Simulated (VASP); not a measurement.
**Ag: single point with PBEsol**

Ag:

```xyz
1
Lattice="0.0000 2.1044 1.9818 2.1044 0.0000 1.9818 2.1044 2.1044 0.0000" Properties=species:S:1:pos:R:3 pbc="T T T"
Ag    0.0000    0.0000    0.0000
```

This cell differs from its parent crystal: strain +0.030 along x and y, -0.030 along z.

```json
{"Program": "VASP 6.6.1", "Task": "single point", "Functional": "PBEsol", "Potentials or basis": "VASP PAW PBE potentials, release 64 (Ag)", "Cutoff": "520 eV", "k mesh": "20 × 20 × 20", "Occupations": "gaussian, width 0.15 eV", "Spin": "no spin polarisation", "Dipole correction": "no", "Further INCAR settings": "ALGO = Normal; EDIFF = 1e-07; NBANDS = 12"}
```

The pressure is -5.4 GPa and the band gap on the k mesh is zero (an odd number of electrons rules out a gap without spin polarisation).

Stress tensor (GPa, compression positive):
```
-6.02  0.00  0.00
 0.00 -6.02  0.00
 0.00  0.00 -4.24
```

Levels at points of the mesh, in eV from the Fermi level:
```tsv
k point	band 2	band 3	band 4	band 5	band 6	band 7	band 8	band 9	band 10	band 11
(0.00, 0.00, 0.00)	-4.77	-4.77	-4.42	-3.86	-3.50	15.98	19.09	19.09	19.84	24.07
(0.50, 0.00, 0.00)	-4.85	-4.50	-2.99	-2.82	-0.36	3.45	14.97	16.84	18.47	21.82
(0.50, 0.50, 0.00)	-6.09	-2.94	-2.69	-2.69	2.28	7.49	9.77	9.77	16.14	16.17
(0.50, 0.00, 0.50)	-6.08	-2.95	-2.85	-2.60	1.25	6.02	10.81	10.89	17.18	17.27
```

It took 32 s on 1 thread of Intel(R) Xeon(R) 6975P-C (Granite Rapids) (shared host), peak memory 0.25 GiB.

Caveat: the cell differs from its parent crystal (strain +0.030 along x and y, -0.030 along z); the cell stands under tension; the PAW data sets were made with another functional, which shifts forces and pressure a little.
